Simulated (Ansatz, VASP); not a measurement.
# NaF: VASP beside Ansatz

INCAR

```
ALGO = Normal ; EDIFF = 1E-6
EDIFFG = -0.04 ; ENCUT = 600
GGA = PE ; IBRION = 2
ISIF = 3 ; ISMEAR = 0
LASPH = T ; LCHARG = F
LREAL = F ; LWAVE = F
NELM = 60 ; NSW = 90
PREC = Accurate ; SIGMA = 0.1
```

Contents of KPOINTS:

```
k-points
0
Gamma
  4 4 6
```

POSCAR

```
NaF
1.0
    6.8961026000      0.0000000000      0.0000000000
    0.0000000000      3.9265507200      0.0000000000
    0.0000000000      0.0000000000      3.7179112700
Na F
4 4
Direct
    0.7500000000      0.0000000000      0.3554073800
    0.0000000000      0.5000000000      0.0000000000
    0.2500000000      0.0000000000      0.6445926200
    0.5000000000      0.5000000000      0.0000000000
    0.7500000000      0.5000000000      0.6445926200
    0.0000000000      0.0000000000      0.0000000000
    0.2500000000      0.5000000000      0.3554073800
    0.5000000000      0.0000000000      0.0000000000
```

Input for Ansatz:

```yaml
crystal:
  lattice:
    - [6.8961026, 0.0, 0.0]
    - [0.0, 3.92655072, 0.0]
    - [0.0, 0.0, 3.71791127]
  atoms:
    - { symbol: Na, position: [0.75, 0.0, 0.35540738] }
    - { symbol: Na, position: [0.0, 0.5, 0.0] }
    - { symbol: Na, position: [0.25, 0.0, 0.64459262] }
    - { symbol: Na, position: [0.5, 0.5, 0.0] }
    - { symbol: F, position: [0.75, 0.5, 0.64459262] }
    - { symbol: F, position: [0.0, 0.0, 0.0] }
    - { symbol: F, position: [0.25, 0.5, 0.35540738] }
    - { symbol: F, position: [0.5, 0.0, 0.0] }
basis:
  ecutwfc: 420
kpoints:
  mp_grid: { grid: [4, 4, 6] }
hamiltonian:
  xc: pbe
scf:
  occupations: { method: gaussian, width: 0.1 }
  lower_state_search: "off"
output:
  forces: true
  stress: true
  eigenvalues: true
relax:
  adjacent_minimum: "off"
  f_tol: 0.04
  max_steps: 70
  cell: { stress_tol: 0.4 }
```

Alike in both runs: task relaxation of cell and atoms; functional PBE; k mesh 4 × 4 × 6; occupations gaussian, width 0.1 eV; no spin polarisation.

|  | VASP | Ansatz |
| --- | --- | --- |
| version | VASP 6.6.1 | Ansatz 0.2.0 |
| potentials or method | VASP PAW PBE potentials, release 64 (Na_pv, F), cutoff 600 eV | scalar-relativistic, plane waves, PAW |
| valence electrons in the cell | 56 | 64 |

```csv
,VASP,Ansatz,Ansatz less VASP
"gap on the k mesh at the Fermi level, each at its own relaxed structure (eV)",6.13,6.10,-0.033
relaxed volume (Å³/atom),12.85,12.96,+0.115
relaxed length of the cell vector where the two differ most in proportion (Å),4.658,4.681,+0.0232
```

VASP's potentials hold 56 valence electrons a cell and Ansatz's 64, so a difference there can come from the potentials and not from the codes.
